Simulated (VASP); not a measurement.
The system is RbBr.

```
Rb Br
1.0
     0.00000    3.86950    3.86950
     3.94379    0.00000    3.86950
     3.94379    3.86950    0.00000
Rb Br
1 1
Direct
  0.00000 0.00000 0.00000
  0.25000 0.25000 0.25000
```

This cell differs from its parent crystal: uniaxial x strain +1.9%.

Program: VASP 6.6.1. Alike in all runs: task single point; potentials or basis VASP PAW PBE potentials, release 64 (Rb_sv, Br); no spin polarisation; cell as given; cutoff (eV) 520.

Problem. Order these runs on this cell by their band gap on the k mesh, lowest first.
A. level HSE06; k mesh 4 × 4 × 4; smearing gaussian 0.01 eV; grid for exact exchange (PRECFOCK) Normal; share of exact exchange 0.25; screening parameter 0.2079 1/Å
B. level r2SCAN; k mesh 6 × 6 × 6; smearing gaussian 0.01 eV
C. level PBE; k mesh 6 × 6 × 6; smearing fermi-dirac 0.02 eV

Solution. C (4.04 eV), B (4.62 eV), A (5.14 eV).

A k mesh can miss the band edges.
